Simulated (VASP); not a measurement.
Runs of VASP 6.6.1 on AgB2. The structure is that of space group P6/mmm (No. 191), or close to it. The cells are those of the table. 

```csv
task,cell,gap on the mesh (eV),pressure (GPa)
single point,"a = 3.060, b = 3.060, c = 3.240 Å, angles 90.0, 90.0, 120.0°, 3 atoms",none,(a)
electric field gradients,"a = 2.970, b = 2.970, c = 3.240 Å, angles 90.0, 90.0, 120.0°, 3 atoms",none,54.8
single point,"a = 3.000, b = 3.000, c = 3.208 Å, angles 90.0, 90.0, 120.0°, 3 atoms",none,50.4
single point,"a = 3.000, b = 3.000, c = 3.305 Å, angles 90.0, 90.0, 120.0°, 3 atoms",none,40.3
electric field gradients,"a = 2.990, b = 2.990, c = 3.229 Å, angles 90.0, 90.0, 120.0°, 3 atoms",none,(b)
```

Alike in all rows: level PBEsol; potentials or basis VASP PAW PBE potentials, release 64 (Ag, B); no spin polarisation; k mesh 16 × 16 × 13; cutoff (eV) 520; smearing fermi-dirac 0.05 eV.

Fill in the values left out.

(a) 32.9; (b) 50.7.

Caveats: the PAW data sets were made with another functional, which shifts forces and pressure a little.

A k mesh can miss the band edges, and the runs leave out spin-orbit coupling on Ag.

A gap of «none» marks levels without a gap at the run's occupations.
